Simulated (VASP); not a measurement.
# NaI (I4/mmm) in VASP: further runs

Runs on NaI. Level: r2SCAN. Tasks: single point.

Everything below comes from runs of VASP 6.6.1. Logs are shortened: lines on timing, memory, paths and dates and some standing lists are left out, and cuts for length are marked.

## Step 1: The cell of the first run

It takes space group I4/mmm (No. 139, tetragonal). The conventional cell has a = 4.440 Å, b = 4.440 Å, c = 6.473 Å, α = 90.00°, β = 90.00°, γ = 90.00°. Na (site symmetry 4/mmm) has 6 I at 3.14 to 3.24 Å within 4.1 Å. Within 4.1 Å of I (site symmetry 4/mmm) lie 6 Na at 3.14 to 3.24 Å.

## Step 2: Single point, r2SCAN (strain -0.030 along x and y, +0.000 along z)

Contents of POSCAR:

```
NaI
1.0
    0.0000000000      3.1393080000      3.2364000000
    3.1393080000      0.0000000000      3.2364000000
    3.1393080000      3.1393080000      0.0000000000
Na I
1 1
Direct
    0.0000000000      0.0000000000      0.0000000000
    0.5000000000      0.5000000000      0.5000000000
```

Contents of INCAR.step1:

```
SYSTEM = NaI
PREC = Accurate
ENCUT = 520
ISMEAR = 0
SIGMA = 0.05
LREAL = .FALSE.
LASPH = .TRUE.
NELM = 60
NBANDS = 14
GGA = PE
ALGO = Normal
EDIFF = 1E-4
LWAVE = .TRUE.
LCHARG = .FALSE.
```

Contents of INCAR.step2:

```
SYSTEM = NaI
PREC = Accurate
ENCUT = 520
EDIFF = 1E-6
ISMEAR = 0
SIGMA = 0.05
LREAL = .FALSE.
LASPH = .TRUE.
NELM = 60
ALGO = Normal
ISIF = 2
LWAVE = .FALSE.
LCHARG = .FALSE.
METAGGA = R2SCAN
LMIXTAU = .TRUE.
NBANDS = 14
ISTART = 1
```

Contents of KPOINTS:

```
regular mesh
0
G
  6 6 6
  0 0 0
```

Potentials or basis: VASP PAW PBE potentials, release 64 (Na_pv, I).

Started as:

```sh
$ cat potpaw_PBE.64/Na_pv/POTCAR potpaw_PBE.64/I/POTCAR > POTCAR
$ cp INCAR.step1 INCAR
$ mpirun -np 1 vasp_std > vasp.out
$ cp INCAR.step2 INCAR
$ mpirun -np 1 vasp_std > vasp.out
```

OUTCAR:

```text
SYSTEM = NaI
   PREC = Accurate
   ENCUT = 520
   EDIFF = 1E-6
   ISMEAR = 0
   LREAL = .FALSE.
   LASPH = .TRUE.
   NELM = 60
   ISIF = 2
   METAGGA = R2SCAN
   ISTART = 1

 ion  position               nearest neighbor table
   1  0.000  0.000  0.000-   2 3.14   2 3.14   2 3.14   2 3.14
   2  0.500  0.500  0.500-   1 3.14   1 3.14   1 3.14   1 3.14

  LATTYP: Found a body centered tetragonal cell.
 ALAT       =     4.4396519501
 C/A-ratio  =     1.4579521262

  Lattice vectors:

 A1 = (  -3.1393080000,   0.0000000000,   3.2364000000)
 A2 = (   3.1393080000,   0.0000000000,   3.2364000000)
 A3 = (   0.0000000000,   3.1393080000,  -3.2364000000)

Analysis of symmetry for initial positions (statically):
=====================================================================
 Subroutine PRICEL returns:
 Original cell was already a primitive cell.

 Routine SETGRP: Setting up the symmetry group for a
 body centered tetragonal supercell.

 Subroutine GETGRP returns: Found 16 space group operations
 (whereof 16 operations were pure point group operations)
 out of a pool of 16 trial point group operations.

The static configuration has the point symmetry D_4h.

Analysis of symmetry for dynamics (positions and initial velocities):
=====================================================================
 Subroutine PRICEL returns:
 Original cell was already a primitive cell.

 Routine SETGRP: Setting up the symmetry group for a
 body centered tetragonal supercell.

 Subroutine GETGRP returns: Found 16 space group operations
 (whereof 16 operations were pure point group operations)
 out of a pool of 16 trial point group operations.

The dynamic configuration has the point symmetry D_4h.

 Subroutine INISYM returns: Found 16 space group operations
 (whereof 16 operations are pure point group operations),
 and found     1 'primitive' translations

----------------------------------------------------------------------------------------

                                     Primitive cell

  volume of cell :      63.7911

  direct lattice vectors                    reciprocal lattice vectors
     0.000000000  3.139308000  3.236400000    -0.159270769  0.159270769  0.154492646
     3.139308000  0.000000000  3.236400000     0.159270769 -0.159270769  0.154492646
     3.139308000  3.139308000  0.000000000     0.159270769  0.159270769 -0.154492646

  length of vectors
     4.508829081  4.508829081  4.439651950     0.273134278  0.273134278  0.273134278

  position of ions in fractional coordinates (direct lattice)
     0.000000000  0.000000000  0.000000000
     0.500000000  0.500000000  0.500000000

  ion indices of the primitive-cell ions
   primitive index   ion index
                 1           1
                 2           2

----------------------------------------------------------------------------------------

 KPOINTS: regular mesh

Automatic generation of k-mesh.
 Grid dimensions read from file:
 generate k-points for:    6    6    6

 Generating k-lattice:

  Cartesian coordinates                     Fractional coordinates (reciprocal lattice)
    -0.026545128  0.026545128  0.025748774     0.166666667  0.000000000  0.000000000
     0.026545128 -0.026545128  0.025748774     0.000000000  0.166666667  0.000000000
     0.026545128  0.026545128 -0.025748774    -0.000000000 -0.000000000  0.166666667

  Length of vectors
     0.045522380  0.045522380  0.045522380

  Shift w.r.t. Gamma in fractional coordinates (k-lattice)
     0.000000000  0.000000000  0.000000000

 Subroutine IBZKPT returns following result:
 ===========================================

 Found     30 irreducible k-points:

 Following reciprocal coordinates:
            Coordinates               Weight
  0.000000  0.000000  0.000000      1.000000
  0.166667  0.000000  0.000000      8.000000
  0.333333  0.000000  0.000000      8.000000
  0.500000  0.000000  0.000000      4.000000
  0.166667  0.166667  0.000000      2.000000
  0.333333  0.166667  0.000000      8.000000
[... 16 lines left out ...]
  0.333333  0.000000  0.333333      4.000000
  0.500000  0.000000  0.333333     16.000000
 [... further k-points ...]
   k-points           NKPTS =     30   k-points in BZ     NKDIM =     30   number of bands    NBANDS=     14
   number of dos      NEDOS =    301   number of ions     NIONS =      2
   total plane-waves  NPLWV =  46656
   dimension x,y,z NGX =    36 NGY =   36 NGZ =   36
   dimension x,y,z NGXF=    72 NGYF=   72 NGZF=   72
   ions per type =               1   1
   NGX,Y,Z   is equivalent  to a cutoff of  13.27, 13.27, 13.48 a.u.
   NGXF,Y,Z  is equivalent  to a cutoff of  26.55, 26.55, 26.96 a.u.
 SYSTEM =  NaI
   PREC   = accura    normal or accurate (medium, high low for compatibility)
   ISTART =      1    job   : 0-new  1-cont  2-samecut
   ICHARG =      0    charge: 1-file 2-atom 10-const
   ISPIN  =      1    spin polarized calculation?
   LNONCOLLINEAR =      F non collinear calculations
   LSORBIT =      F    spin-orbit coupling
   LASPH  =      T    aspherical Exc in radial PAW
   ENCUT  =  520.0 eV  38.22 Ry    6.18 a.u.   8.38  8.38  8.25*2*pi/ulx,y,z
   NELM   =     60;   NELMIN=  2; NELMDL=  0     # of ELM steps
   EDIFF  = 0.1E-05   stopping-criterion for ELM
   LREAL  =      F    real-space projection
   EDIFFG = 0.1E-04   stopping-criterion for IOM
   NSW    =      0    number of steps for IOM
   IBRION =     -1    ionic relax: 0-MD 1-quasi-New 2-CG
   NFREE  =      0    steps in history (QN), initial steepest desc. (CG)
   ISIF   =      2    stress and relaxation
   ISYM   =      2    0-nonsym 1-usesym 2-fastsym
   POTIM  = 0.5000    time-step for ionic-motion
   TEBEG  =    0.0;   TEEND  =   0.0 temperature during run
   PSTRESS=    0.0 pullay stress
   NELECT =      14.0000    total number of electrons
   NUPDOWN=      -1.0000    fix difference up-down
   EMIN   =  10.00;   EMAX   =-10.00  energy-range for DOS
   EFERMI =   0.00;   METHOD = LEGACY
   ISMEAR =     0;   SIGMA  =   0.05  broadening in eV -4-tet -1-fermi 0-gaus
   EFERMI_NEDOS =   21; number of points for ismear=-14 and -15
   IALGO  =     38    algorithm
   IMIX   =      4    mixing-type and parameters
     AMIX     =   0.40;   BMIX     =  1.00
     AMIX_MAG =   1.60;   BMIX_MAG =  1.00
  volume/ion in A,a.u.               =      31.90       215.24
  Fermi-wavevector in a.u.,A,eV,Ry     =   0.987486  1.866077 13.267423  0.975128
  Thomas-Fermi vector in A             =   2.118943
   LORBIT       =      0    0 simple, 1 ext, 2 COOP (PROOUT), +10 PAW based schemes
   METAGGA = R2SCAN    functional components
   LHFCALC =     F    Hartree Fock is set to
   AEXX    =    0.0000 exact exchange contribution
   IVDW    =     0    specifies the selected vdW correction
   LEPSILON=     F    determine dielectric tensor
   LRPA    =     F    only Hartree local field effects (RPA)
 non-spin polarized calculation
 Gauss-broadening in eV      SIGMA  =   0.05
  energy-cutoff  :      520.00
  volume of cell :       63.79
 maximum number of plane-waves:      1745
 NGX is ok and might be reduce to    36
   NGX = 17   NGY = 17   NGZ = 17

 number of electron      14.0000008 magnetization

 Free energy of the ion-electron system (eV)
  ---------------------------------------------------
  ext. energy  EPLUGINS =         0.00000000
  ---------------------------------------------------
  free energy    TOTEN  =       -31.07225939 eV

  energy without entropy =      -31.07225939  energy(sigma->0) =      -31.07225939

 E-fermi :   1.1560     XC(G=0):  -8.3317

 val. band max:        0.9406440880   @ k =   0.0000   0.0000   0.0000
 cond. band min:       5.5572043931   @ k =   0.0000   0.0000   0.0000
 fundamental gap:      4.6165603051
 Fermi energy:         1.1560442227

 k-point     1 :       0.0000    0.0000    0.0000
  band No.  band energies     occupation
      1     -22.2743      2.00000
      2     -22.2729      2.00000
      3     -22.2727      2.00000
      4     -10.5965      2.00000
      5       0.9116      2.00000
      6       0.9116      2.00000
      7       0.9406      2.00000
      8       5.5572      0.00000
      9       9.2557      0.00000
     10       9.4637      0.00000
     11       9.4637      0.00000
     12      11.1618      0.00000
     13      11.5219      0.00000
     14      12.1044      0.00000

 k-point     2 :       0.1667    0.0000    0.0000
  band No.  band energies     occupation
      1     -22.2753      2.00000
      2     -22.2736      2.00000
      3     -22.2729      2.00000
      4     -10.5035      2.00000
      5       0.1363      2.00000
      6       0.8291      2.00000
      7       0.8322      2.00000
      8       6.3611      0.00000
      9       8.9682      0.00000
     10       9.5416      0.00000
     11       9.7317      0.00000
     12      10.7940      0.00000
     13      11.0054      0.00000
     14      12.8529      0.00000

 k-point     3 :       0.3333    0.0000    0.0000
  band No.  band energies     occupation
      1     -22.2785      2.00000
      2     -22.2741      2.00000
      3     -22.2730      2.00000
      4     -10.3041      2.00000
      5      -1.0147      2.00000
      6       0.6392      2.00000
      7       0.6836      2.00000
      8       6.7446      0.00000
      9       9.1652      0.00000
     10       9.4297      0.00000
     11      10.0441      0.00000
     12      11.9904      0.00000
     13      11.9908      0.00000
     14      12.1557      0.00000
[... 324 lines left out ...]
 k-point    23 :       0.3333    0.0000    0.3333
  band No.  band energies     occupation
      1     -22.2770      2.00000
      2     -22.2757      2.00000
      3     -22.2747      2.00000
      4     -10.2154      2.00000
      5      -0.8600      2.00000
      6       0.1831      2.00000
      7       0.2931      2.00000
      8       6.8259      0.00000
      9       7.2019      0.00000
     10      10.2881      0.00000
     11      11.6951      0.00000
     12      11.9922      0.00000
     13      12.5343      0.00000
     14      16.1993      0.00000

 k-point    24 :       0.5000    0.0000    0.3333
  band No.  band energies     occupation
      1     -22.2778      2.00000
      2     -22.2760      2.00000
      3     -22.2752      2.00000
      4     -10.1155      2.00000
      5      -1.0698      2.00000
      6      -0.1821      2.00000
      7       0.1725      2.00000
      8       6.6942      0.00000
      9       7.5558      0.00000
     10      10.5210      0.00000
     11      11.3426      0.00000
     12      13.0659      0.00000
     13      14.2534      0.00000
     14      15.2407      0.00000

 [... further k-points ...]

------------------------ aborting loop because EDIFF is reached ----------------------------------------

  FORCE on cell =-STRESS in cart. coord.  units (eV):
  Direction    XX          YY          ZZ          XY          YZ          ZX
  --------------------------------------------------------------------------------------
  -------------------------------------------------------------------------------------
  Total        0.5583532      0.5583532      0.1372142      0.0000000      0.0000000     -0.0000000
  in kB       14.0236020     14.0236020      3.4462734      0.0000000      0.0000000     -0.0000000
  external PRESSURE =      10.4978258 kB  Pullay stress =       0.0000000 kB

 VOLUME and BASIS-vectors are now :
 -----------------------------------------------------------------------------
  energy-cutoff  :      520.00
  volume of cell :       63.79
      direct lattice vectors                 reciprocal lattice vectors
     0.000000000  3.139308000  3.236400000    -0.159270769  0.159270769  0.154492646
     3.139308000  0.000000000  3.236400000     0.159270769 -0.159270769  0.154492646
     3.139308000  3.139308000  0.000000000     0.159270769  0.159270769 -0.154492646

 POSITION                                       TOTAL-FORCE (eV/Angst)
 -----------------------------------------------------------------------------------
      0.00000      0.00000      0.00000         0.000000     -0.000000      0.000000
      3.13931      3.13931      3.23640        -0.000000      0.000000      0.000000
 -----------------------------------------------------------------------------------
    total drift:                                0.000000      0.000000      0.000000

  FREE ENERGIE OF THE ION-ELECTRON SYSTEM (eV)
  ---------------------------------------------------
  free  energy   TOTEN  =       -31.0722593856 eV

  energy  without entropy=      -31.0722593856  energy(sigma->0) =      -31.07225939
```

Wall time 46 s (1 thread of Intel Xeon 6975P-C (Granite Rapids), shared host); peak memory 0.21 GiB.

What came out:

```
Free energy            : -31.0723 eV
Pressure               : 1.0 GPa
Band gap on the k mesh : 4.62 eV
```

Levels at points of the mesh, in eV from the valence-band top:
```
           k point  band 4  band 5  band 6  band 7  band 8  band 9  band 10  band 11
(0.00, 0.00, 0.00)  -11.54   -0.03   -0.03    0.00    4.62    8.32     8.52     8.52
(0.50, 0.00, 0.00)  -11.14   -2.43   -0.39   -0.33    5.69    7.98     8.23    10.24
(0.50, 0.50, 0.00)  -11.07   -2.17   -0.81   -0.81    5.29    5.95    10.99    12.34
(0.50, 0.00, 0.50)  -11.03   -2.16   -0.96   -0.83    5.23    5.86    11.20    12.33
```

Caveat: the cell differs from its parent crystal (strain -0.030 along x and y, +0.000 along z); the PAW data sets were made with another functional, which shifts forces and pressure a little; spin-orbit coupling is left out, which moves the levels of the heavy elements.

## Step 3: Single point, r2SCAN (strain -0.030 along x and y, +0.015 along z)

Contents of POSCAR:

```
NaI
1.0
    0.0000000000      3.1393080000      3.2849460000
    3.1393080000      0.0000000000      3.2849460000
    3.1393080000      3.1393080000      0.0000000000
Na I
1 1
Direct
    0.0000000000      0.0000000000      0.0000000000
    0.5000000000      0.5000000000      0.5000000000
```

Contents of INCAR.step1:

```
PREC     = Accurate       # precision mode
ENCUT    = 520            # plane-wave cutoff, eV
ISMEAR   = 0              # smearing method
SIGMA    = 0.05           # smearing width, eV
LREAL    = F              # projectors in reciprocal space
LASPH    = T              # aspherical terms in the spheres
NELM     = 80             # most SCF steps
NBANDS   = 14             # bands
GGA      = PE             # functional
ALGO     = Normal         # electronic algorithm
EDIFF    = 1E-4           # SCF threshold, eV
LWAVE    = T              # write WAVECAR
LCHARG   = F              # write CHGCAR
```

Contents of INCAR.step2:

```
PREC     = Accurate       # precision mode
ENCUT    = 520            # plane-wave cutoff, eV
EDIFF    = 1E-6           # SCF threshold, eV
ISMEAR   = 0              # smearing method
SIGMA    = 0.05           # smearing width, eV
LREAL    = F              # projectors in reciprocal space
LASPH    = T              # aspherical terms in the spheres
NELM     = 80             # most SCF steps
ALGO     = Normal         # electronic algorithm
ISIF     = 2              # what is computed and relaxed
LWAVE    = F              # write WAVECAR
LCHARG   = F              # write CHGCAR
METAGGA  = R2SCAN         # meta-GGA
LMIXTAU  = T            
NBANDS   = 14             # bands
ISTART   = 1
```

Contents of KPOINTS:

```
Automatic mesh
0
Gamma
  6 6 6
```

Potentials or basis: VASP PAW PBE potentials, release 64 (Na_pv, I).

Started as:

```sh
$ cat potpaw_PBE.64/Na_pv/POTCAR potpaw_PBE.64/I/POTCAR > POTCAR
$ cp INCAR.step1 INCAR
$ mpirun -np 1 vasp_std > vasp.out
$ cp INCAR.step2 INCAR
$ mpirun -np 1 vasp_std > vasp.out
```

It took 48 s on 1 thread of Intel Xeon 6975P-C (Granite Rapids), shared host; peak memory 0.22 GiB.

The run converged. Its results:

```yaml
Free_energy: -31.0726 eV
Pressure: 0.8 GPa
Band_gap_on_the_k_mesh: 4.56 eV
```

Stress tensor (GPa, compression positive):
```
 1.24  0.00  0.00
 0.00  1.24  0.00
 0.00  0.00 -0.21
```

Levels at points of the mesh, in eV from the valence-band top:
```
           k point  band 3  band 4  band 5  band 6  band 7  band 8  band 9  band 10  band 11  band 12
(0.00, 0.00, 0.00)  -23.23  -11.50   -0.04   -0.04    0.00    4.56    8.25     8.56     8.56    10.11
(0.50, 0.00, 0.00)  -23.23  -11.12   -2.38   -0.40   -0.31    5.68    7.92     8.28    10.11    11.16
(0.50, 0.50, 0.00)  -23.23  -11.06   -2.13   -0.77   -0.77    5.30    6.00    10.80    12.29    12.69
(0.50, 0.00, 0.50)  -23.23  -11.01   -2.11   -0.98   -0.79    5.22    5.88    11.12    12.09    12.25
```

Caveat: the cell differs from its parent crystal (strain -0.030 along x and y, +0.015 along z); the PAW data sets were made with another functional, which shifts forces and pressure a little; spin-orbit coupling is left out, which moves the levels of the heavy elements.

[end of part 1 of 2]
